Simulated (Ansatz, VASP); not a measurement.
BP: VASP beside Ansatz

Contents of INCAR:

```
PREC     = Accurate       # precision mode
ENCUT    = 500            # plane-wave cutoff, eV
EDIFF    = 1E-7           # SCF threshold, eV
ISMEAR   = 0              # smearing method
SIGMA    = 0.02           # smearing width, eV
LREAL    = F              # projectors in reciprocal space
LASPH    = T              # aspherical terms in the spheres
NELM     = 120            # most SCF steps
ALGO     = Normal         # electronic algorithm
ISIF     = 3              # what is computed and relaxed
LWAVE    = F              # write WAVECAR
LCHARG   = F              # write CHGCAR
GGA      = PS             # functional
IBRION   = 2              # ionic algorithm
NSW      = 70             # ionic steps
EDIFFG   = -0.005         # ionic threshold
GGA_COMPAT= F            
NELMIN   = 4
```

KPOINTS

```
regular mesh
0
Gamma
  10 10 10
```

File POSCAR:

```
BP
1.0
    0.0000000000      2.2741519252      2.2741519252
    2.2741519252      0.0000000000      2.2741519252
    2.2741519252      2.2741519252      0.0000000000
B P
1 1
Direct
    0.0000000000      0.0000000000      0.0000000000
    0.2500000000      0.2500000000      0.2500000000
```

Input for Ansatz:

```yaml
crystal:
  lattice:
    - [0.0, 2.2741519252, 2.2741519252]
    - [2.2741519252, 0.0, 2.2741519252]
    - [2.2741519252, 2.2741519252, 0.0]
  atoms:
    - { symbol: B, position: [0.0, 0.0, 0.0] }
    - { symbol: P, position: [0.25, 0.25, 0.25] }
basis:
  ecutwfc: 420
kpoints:
  mp_grid: { grid: [10, 10, 10] }
hamiltonian:
  xc: pbesol
scf:
  occupations: { method: gaussian, width: 0.02 }
output:
  forces: true
  stress: true
  eigenvalues: true
relax:
  adjacent_minimum: "off"
  f_tol: 0.005
  max_steps: 50
  cell: { stress_tol: 0.05 }
```

Alike in both runs: task relaxation of cell and atoms; functional PBEsol; k mesh 10 × 10 × 10; occupations gaussian, width 0.02 eV; no spin polarisation.

|  | VASP | Ansatz |
| --- | --- | --- |
| version | VASP 6.6.1 | Ansatz 0.2.0 |
| potentials or method | VASP PAW PBE potentials, release 64 (B, P), cutoff 500 eV | scalar-relativistic, plane waves, PAW |
| valence electrons in the cell | 8 | 8 |

Ansatz gave:

| Property | Result |
| --- | --- |
| gap on the k mesh at the Fermi level, each at its own relaxed structure (eV) | 1.12 |
| relaxed volume (Å³/atom) | 11.54 |
| relaxed cell length with the largest relative difference (Å) | 3.196 |

Which values does VASP return?

gap on the k mesh at the Fermi level, each at its own relaxed structure (eV): 1.12; relaxed volume (Å³/atom): 11.55; relaxed cell length with the largest relative difference (Å): 3.197.

VASP's potentials were made for PBE, not for PBEsol.
